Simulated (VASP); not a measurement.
Input of a VASP 6.6.1 run:

Contents of INCAR:

```
  AGGAC = 1.0
  AGGAX = 1.0
  ALDAC = 0.0
  ALDAX = 1.0
  ALGO = Normal
  EDIFF = 1E-7
  ENCUT = 520
  GGA = B5
  ISIF = 2
  ISMEAR = -1
  LASPH = T
  LCHARG = F
  LREAL = F
  LWAVE = F
  NBANDS = 17
  NELM = 80
  PREC = Accurate
  SIGMA = 0.1
```

File KPOINTS:

```
k-points
0
Gamma
  6 6 6
```

POSCAR

```
Sr
1.0
    0.0000000000      4.8313385502      4.8313385502
    4.8313385502      0.0000000000      4.8313385502
    4.8313385502      4.8313385502      0.0000000000
Sr
2
Direct
    0.1250000000      0.1250000000      0.1250000000
    0.8750000000      0.8750000000      0.8750000000
```

Potentials or basis: VASP PAW PBE potentials, release 64 (Sr_sv).

Launch:

```bash
$ cat potpaw_PBE.64/Sr_sv/POTCAR > POTCAR
$ mpirun -np 1 vasp_std > vasp.out
```

**Question.** Estimate the pressure.

**Answer.** 0.4 GPa.

**Question.** Predict the band gap on the k mesh.

**Answer.** Zero (bands 10 and 11 overlap by 0.52 eV).

Caveat: the PAW data sets were made with another functional, which shifts forces and pressure a little.
